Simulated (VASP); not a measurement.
# Ti (I4/mmm) in VASP: a series of runs

Ti is run at these levels: PBE; tasks: single point.

All numbers are computed with VASP 6.6.1; they aren't measurements. Logs are shortened: lines on timing, memory, paths and dates and some standing lists are left out, and cuts for length are marked.

## (1) The cell of the first run

Symmetry: I4/mmm, No. 139, tetragonal system. Conventional cell: a = 3.256 Å, b = 3.256 Å, c = 3.540 Å, α = 90.00°, β = 90.00°, γ = 90.00°. Within 3.8 Å of Ti (site symmetry 4/mmm) lie 14 Ti at 2.90 to 3.54 Å.

## (2) Single point, PBE (strain +0.0875 x Voigt [0, 1, 0, 0, 0, 0])

Contents of INCAR:

```
PREC = Accurate
ENCUT = 520
EDIFF = 1E-6
ISMEAR = 0
SIGMA = 0.15
LREAL = False
LASPH = True
NELM = 100
ALGO = Fast
ISIF = 2
LWAVE = False
LCHARG = False
GGA = PE
NBANDS = 12
```

Contents of KPOINTS:

```
Automatic mesh
0
Gamma
  26 26 26
```

Contents of POSCAR:

```
Ti
1.0
   -1.6277527636      1.7701811304      1.6277527636
    1.6277527636     -1.7701811304      1.6277527636
    1.6277527636      1.7701811304     -1.6277527636
Ti
1
Direct
    0.0000000000      0.0000000000      0.0000000000
```

Potentials or basis: VASP PAW PBE potentials, release 64 (Ti_sv).

Run with:

```bash
cat potpaw_PBE.64/Ti_sv/POTCAR > POTCAR
mpirun -np 1 vasp_std > vasp.out
```

OUTCAR:

```text
PREC = Accurate
   ENCUT = 520
   EDIFF = 1E-6
   ISMEAR = 0
   LREAL = False
   LASPH = True
   NELM = 100
   ISIF = 2
   GGA = PE

 ion  position               nearest neighbor table
   1  0.000  0.000  0.000-

  LATTYP: Found a body centered tetragonal cell.
 ALAT       =     3.2555055272
 C/A-ratio  =     1.0875000000

  Lattice vectors:

 A1 = (  -1.6277527636,  -1.7701811304,   1.6277527636)
 A2 = (   1.6277527636,  -1.7701811304,  -1.6277527636)
 A3 = (   1.6277527636,   1.7701811304,   1.6277527636)

Analysis of symmetry for initial positions (statically):
=====================================================================
 Subroutine PRICEL returns:
 Original cell was already a primitive cell.

 Routine SETGRP: Setting up the symmetry group for a
 body centered tetragonal supercell.

 Subroutine GETGRP returns: Found 16 space group operations
 (whereof 16 operations were pure point group operations)
 out of a pool of 16 trial point group operations.

The static configuration has the point symmetry D_4h.

Analysis of symmetry for dynamics (positions and initial velocities):
=====================================================================
 Subroutine PRICEL returns:
 Original cell was already a primitive cell.

 Routine SETGRP: Setting up the symmetry group for a
 body centered tetragonal supercell.

 Subroutine GETGRP returns: Found 16 space group operations
 (whereof 16 operations were pure point group operations)
 out of a pool of 16 trial point group operations.

The dynamic configuration has the point symmetry D_4h.

 Subroutine INISYM returns: Found 16 space group operations
 (whereof 16 operations are pure point group operations),
 and found     1 'primitive' translations

----------------------------------------------------------------------------------------

                                     Primitive cell

  volume of cell :      18.7609

  direct lattice vectors                    reciprocal lattice vectors
    -1.627752764  1.770181130  1.627752764     0.000000000  0.282456971  0.307171956
     1.627752764 -1.770181130  1.627752764     0.307171956  0.000000000  0.307171956
     1.627752764  1.770181130 -1.627752764     0.307171956  0.282456971  0.000000000

  length of vectors
     2.903911044  2.903911044  2.903911044     0.417296718  0.434406746  0.417296718

  position of ions in fractional coordinates (direct lattice)
     0.000000000  0.000000000  0.000000000

  ion indices of the primitive-cell ions
   primitive index   ion index
                 1           1

----------------------------------------------------------------------------------------

 KPOINTS: Automatic mesh

Automatic generation of k-mesh.
 Grid dimensions read from file:
 generate k-points for:   26   26   26

 Generating k-lattice:

  Cartesian coordinates                     Fractional coordinates (reciprocal lattice)
     0.000000000  0.010863730  0.011814306     0.038461538  0.000000000  0.000000000
     0.011814306  0.000000000  0.011814306     0.000000000  0.038461538  0.000000000
     0.011814306  0.010863730  0.000000000     0.000000000  0.000000000  0.038461538

  Length of vectors
     0.016049874  0.016707952  0.016049874

  Shift w.r.t. Gamma in fractional coordinates (k-lattice)
     0.000000000  0.000000000  0.000000000

 Subroutine IBZKPT returns following result:
 ===========================================

 Found   1330 irreducible k-points:

 Following reciprocal coordinates:
            Coordinates               Weight
  0.000000  0.000000  0.000000      1.000000
  0.038462 -0.000000  0.000000      8.000000
  0.076923 -0.000000  0.000000      8.000000
  0.115385 -0.000000  0.000000      8.000000
  0.153846 -0.000000  0.000000      8.000000
  0.192308 -0.000000  0.000000      8.000000
[... 16 lines left out ...]
  0.307692  0.038462  0.000000     16.000000
  0.346154  0.038462  0.000000     16.000000
 [... further k-points ...]
   k-points           NKPTS =   1330   k-points in BZ     NKDIM =   1330   number of bands    NBANDS=     12
   number of dos      NEDOS =    301   number of ions     NIONS =      1
   total plane-waves  NPLWV =  13824
   dimension x,y,z NGX =    24 NGY =   24 NGZ =   24
   dimension x,y,z NGXF=    48 NGYF=   48 NGZF=   48
   ions per type =               1
   NGX,Y,Z   is equivalent  to a cutoff of  13.74, 13.74, 13.74 a.u.
   NGXF,Y,Z  is equivalent  to a cutoff of  27.48, 27.48, 27.48 a.u.
 SYSTEM =  unknown system
   PREC   = accura    normal or accurate (medium, high low for compatibility)
   ISTART =      0    job   : 0-new  1-cont  2-samecut
   ICHARG =      2    charge: 1-file 2-atom 10-const
   ISPIN  =      1    spin polarized calculation?
   LNONCOLLINEAR =      F non collinear calculations
   LSORBIT =      F    spin-orbit coupling
   LASPH  =      T    aspherical Exc in radial PAW
   ENCUT  =  520.0 eV  38.22 Ry    6.18 a.u.   5.40  5.40  5.40*2*pi/ulx,y,z
   NELM   =    100;   NELMIN=  2; NELMDL= -5     # of ELM steps
   EDIFF  = 0.1E-05   stopping-criterion for ELM
   LREAL  =      F    real-space projection
   EDIFFG = 0.1E-04   stopping-criterion for IOM
   NSW    =      0    number of steps for IOM
   IBRION =     -1    ionic relax: 0-MD 1-quasi-New 2-CG
   NFREE  =      0    steps in history (QN), initial steepest desc. (CG)
   ISIF   =      2    stress and relaxation
   ISYM   =      2    0-nonsym 1-usesym 2-fastsym
   POTIM  = 0.5000    time-step for ionic-motion
   TEBEG  =    0.0;   TEEND  =   0.0 temperature during run
   PSTRESS=    0.0 pullay stress
   NELECT =      12.0000    total number of electrons
   NUPDOWN=      -1.0000    fix difference up-down
   EMIN   =  10.00;   EMAX   =-10.00  energy-range for DOS
   EFERMI =   0.00;   METHOD = LEGACY
   ISMEAR =     0;   SIGMA  =   0.15  broadening in eV -4-tet -1-fermi 0-gaus
   EFERMI_NEDOS =   21; number of points for ismear=-14 and -15
   IALGO  =     68    algorithm
   IMIX   =      4    mixing-type and parameters
     AMIX     =   0.40;   BMIX     =  1.00
     AMIX_MAG =   1.60;   BMIX_MAG =  1.00
  volume/ion in A,a.u.               =      18.76       126.61
  Fermi-wavevector in a.u.,A,eV,Ry     =   1.410535  2.665524 27.070255  1.989608
  Thomas-Fermi vector in A             =   2.532478
   LORBIT       =      0    0 simple, 1 ext, 2 COOP (PROOUT), +10 PAW based schemes
   GGA     = PE    functional components
   LHFCALC =     F    Hartree Fock is set to
   AEXX    =    0.0000 exact exchange contribution
   IVDW    =     0    specifies the selected vdW correction
   LEPSILON=     F    determine dielectric tensor
   LRPA    =     F    only Hartree local field effects (RPA)
 non-spin polarized calculation
 RMM-DIIS sequential band-by-band and
 Gauss-broadening in eV      SIGMA  =   0.15
  energy-cutoff  :      520.00
  volume of cell :       18.76
 maximum number of plane-waves:       520
 NGX is ok and might be reduce to    24
   NGX = 11   NGY = 11   NGZ = 11

 number of electron      11.9999997 magnetization

 Free energy of the ion-electron system (eV)
  ---------------------------------------------------
  ext. energy  EPLUGINS =         0.00000000
  ---------------------------------------------------
  free energy    TOTEN  =        -7.70500442 eV

  energy without entropy =       -7.67501363  energy(sigma->0) =       -7.69000903

 E-fermi :   7.3291     XC(G=0): -11.1377

 val. band max:        7.3249114144   @ k =  -0.3077  -0.4615   0.0385
 cond. band min:       7.3293417381   @ k =  -0.4231   0.0769   0.0000
 fundamental gap:      0.0044303237
 Fermi energy:         7.3290644456

 k-point     1 :       0.0000    0.0000    0.0000
  band No.  band energies     occupation
      1     -49.3916      2.00000
      2     -25.3291      2.00000
      3     -25.3291      2.00000
      4     -25.3208      2.00000
      5       1.5322      2.00000
      6       8.0825      0.00000
      7       8.0825      0.00000
      8       8.5852      0.00000
      9       9.4754      0.00000
     10      10.0501      0.00000
     11      23.3425      0.00000
     12      24.6594      0.00000

 k-point     2 :       0.0385   -0.0000    0.0000
  band No.  band energies     occupation
      1     -49.3902      2.00000
      2     -25.3348      2.00000
      3     -25.3313      2.00000
      4     -25.3230      2.00000
      5       1.5785      2.00000
      6       8.0786      0.00000
      7       8.0920      0.00000
      8       8.5887      0.00000
      9       9.4609      0.00000
     10      10.0398      0.00000
     11      23.3315      0.00000
     12      24.5670      0.00000

 k-point     3 :       0.0769   -0.0000    0.0000
  band No.  band energies     occupation
      1     -49.3863      2.00000
      2     -25.3567      2.00000
      3     -25.3379      2.00000
      4     -25.3241      2.00000
      5       1.7159      2.00000
      6       8.0633      0.00000
      7       8.1056      0.00000
      8       8.6149      0.00000
      9       9.4213      0.00000
     10      10.0131      0.00000
     11      23.2569      0.00000
     12      24.2969      0.00000
[... 286 lines left out ...]
 k-point    23 :       0.3077    0.0385    0.0000
  band No.  band energies     occupation
      1     -49.3225      2.00000
      2     -25.7143      2.00000
      3     -25.4411      2.00000
      4     -25.3287      2.00000
      5       4.2180      2.00000
      6       7.4768      0.16369
      7       7.4829      0.14702
      8       9.3826      0.00000
      9      10.0559      0.00000
     10      10.2278      0.00000
     11      17.8176      0.00000
     12      21.5693      0.00000

 k-point    24 :       0.3462    0.0385    0.0000
  band No.  band energies     occupation
      1     -49.3133      2.00000
      2     -25.7641      2.00000
      3     -25.4564      2.00000
      4     -25.3285      2.00000
      5       4.5822      2.00000
      6       7.3769      0.65219
      7       7.5341      0.05327
      8       9.4095      0.00000
      9      10.1106      0.00000
     10      10.5429      0.00000
     11      16.8665      0.00000
     12      21.1713      0.00000

 [... further k-points ...]

------------------------ aborting loop because EDIFF is reached ----------------------------------------

  FORCE on cell =-STRESS in cart. coord.  units (eV):
  Direction    XX          YY          ZZ          XY          YZ          ZX
  --------------------------------------------------------------------------------------
  -------------------------------------------------------------------------------------
  Total       -0.9763456     -0.7466833     -0.9763456      0.0000000      0.0000000      0.0000000
  in kB      -83.3795547    -63.7664813    -83.3795547      0.0000000      0.0000000      0.0000000
  external PRESSURE =     -76.8418636 kB  Pullay stress =       0.0000000 kB

 VOLUME and BASIS-vectors are now :
 -----------------------------------------------------------------------------
  energy-cutoff  :      520.00
  volume of cell :       18.76
      direct lattice vectors                 reciprocal lattice vectors
    -1.627752764  1.770181130  1.627752764     0.000000000  0.282456971  0.307171956
     1.627752764 -1.770181130  1.627752764     0.307171956  0.000000000  0.307171956
     1.627752764  1.770181130 -1.627752764     0.307171956  0.282456971  0.000000000

 POSITION                                       TOTAL-FORCE (eV/Angst)
 -----------------------------------------------------------------------------------
      0.00000      0.00000      0.00000         0.000000     -0.000000     -0.000000
 -----------------------------------------------------------------------------------
    total drift:                                0.000000      0.000000      0.000000

  FREE ENERGIE OF THE ION-ELECTRON SYSTEM (eV)
  ---------------------------------------------------
  free  energy   TOTEN  =        -7.7050044220 eV

  energy  without entropy=       -7.6750136334  energy(sigma->0) =       -7.69000903
```

Wall time 5.1 min (1 thread of Intel Xeon 8259CL, shared host); peak memory 0.39 GiB.

What came out:

| Property | Result |
| --- | --- |
| Free energy | -7.7050 eV |
| Pressure | -7.7 GPa |
| Band gap on the k mesh | zero (bands 6 and 7 overlap by 1.50 eV) |

Levels at points of the mesh, in eV from the Fermi level:
| k point | band 4 | band 5 | band 6 | band 7 | band 8 | band 9 |
| --- | --- | --- | --- | --- | --- | --- |
| (0.00, 0.00, 0.00) | -32.65 | -5.80 | 0.75 | 0.75 | 1.26 | 2.15 |
| (0.50, 0.00, 0.00) | -32.65 | -2.30 | -0.12 | 0.76 | 2.09 | 2.85 |
| (0.00, 0.50, 0.00) | -32.69 | -2.28 | -0.75 | 1.28 | 2.83 | 2.95 |
| (0.50, 0.50, 0.50) | -32.99 | -1.98 | -1.78 | 3.44 | 3.56 | 3.56 |

Caveat: the cell differs from its parent crystal (strain +0.0875 x Voigt [0, 1, 0, 0, 0, 0]); the cell stands under tension.

## (3) Single point, PBE (strain +0.1000 x Voigt [0, 1, 0, 0, 0, 0])

Contents of INCAR:

```
ALGO = Fast ; EDIFF = 1E-7
ENCUT = 520 ; GGA = PE
ISIF = 2 ; ISMEAR = 0
LASPH = T ; LCHARG = F
LREAL = F ; LWAVE = F
NBANDS = 12 ; NELM = 80
PREC = Accurate ; SIGMA = 0.15
```

Contents of KPOINTS:

```
k-points
0
Gamma
  26 26 26
```

Contents of POSCAR:

```
Ti
1.0
   -1.6277527636      1.7905280400      1.6277527636
    1.6277527636     -1.7905280400      1.6277527636
    1.6277527636      1.7905280400     -1.6277527636
Ti
1
Direct
    0.0000000000      0.0000000000      0.0000000000
```

Potentials or basis: VASP PAW PBE potentials, release 64 (Ti_sv).

Run with:

```bash
cat potpaw_PBE.64/Ti_sv/POTCAR > POTCAR
mpirun -np 1 vasp_std > vasp.out
```

Wall time 6.3 min (1 thread of Intel Xeon 8259CL, shared host); peak memory 0.4 GiB.

It converged, with:

```
Free energy            : -7.6961 eV
Pressure               : -8.5 GPa
Band gap on the k mesh : zero (bands 6 and 7 overlap by 1.49 eV)
```

Stress tensor (GPa, compression positive):
```
-9.24  0.00  0.00
 0.00 -7.01  0.00
 0.00  0.00 -9.24
```

Levels at points of the mesh, in eV from the Fermi level:
```csv
k point,band 2,band 3,band 4,band 5,band 6,band 7,band 8,band 9,band 10,band 11
"(0.00, 0.00, 0.00)",-32.70,-32.70,-32.69,-5.77,0.73,0.73,1.28,2.06,2.70,15.84
"(0.50, 0.00, 0.00)",-33.20,-32.84,-32.69,-2.28,-0.08,0.72,2.00,2.82,3.69,7.61
"(0.00, 0.50, 0.00)",-33.19,-32.87,-32.73,-2.25,-0.79,1.29,2.83,2.93,3.81,8.26
"(0.50, 0.50, 0.50)",-33.10,-33.01,-33.01,-1.96,-1.74,3.37,3.51,3.51,6.04,8.55
```

Caveat: the cell differs from its parent crystal (strain +0.1000 x Voigt [0, 1, 0, 0, 0, 0]); the cell stands under tension.
